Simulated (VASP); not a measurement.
Here is a VASP 6.6.1 calculation.

File POSCAR:

```
CaS
1.0
    0.0000000000      2.8430011916      2.8430011916
    2.8430011916      0.0000000000      2.8430011916
    2.8430011916      2.8430011916      0.0000000000
Ca S
1 1
Direct
    0.5000000000      0.5000000000      0.5000000000
    0.0000000000      0.0000000000      0.0000000000
```

File INCAR.step1:

```
PREC = Accurate
ENCUT = 400
EDIFF = 1E-5
ISMEAR = 0
SIGMA = 0.05
LREAL = False
LASPH = True
NELM = 120
ALGO = Normal
ISIF = 2
LWAVE = True
LCHARG = False
GGA = PE
NBANDS = 15
GGA_COMPAT = False
```

Contents of INCAR.step2:

```
PREC = Accurate
ENCUT = 400
EDIFF = 1E-6
ISMEAR = 0
SIGMA = 0.05
LREAL = False
LASPH = True
NELM = 120
ALGO = Normal
ISIF = 2
LWAVE = False
LCHARG = False
GGA = PE
LHFCALC = True
AEXX = 0.25
PRECFOCK = Normal
ISTART = 1
NBANDS = 15
GGA_COMPAT = False
```

Contents of KPOINTS:

```
regular mesh
0
Gamma
  4 4 4
```

Potentials or basis: VASP PAW PBE potentials, release 64 (Ca_sv, S).

Launch:

```console
$ cat potpaw_PBE.64/Ca_sv/POTCAR potpaw_PBE.64/S/POTCAR > POTCAR
$ cp INCAR.step1 INCAR
$ mpirun -np 1 vasp_std > vasp.out
$ cp INCAR.step2 INCAR
$ mpirun -np 1 vasp_std > vasp.out
```

Task: Estimate the pressure.

Result: 0.5 GPa.

Task: What does it give for the band gap on the k mesh?

Result: 4.13 eV (least direct gap 5.05 eV).

Caveat: the k points lie up to 0.48 Å⁻¹ apart; the PAW data sets were made with another functional, which shifts forces and pressure a little. A k mesh can miss the band edges.
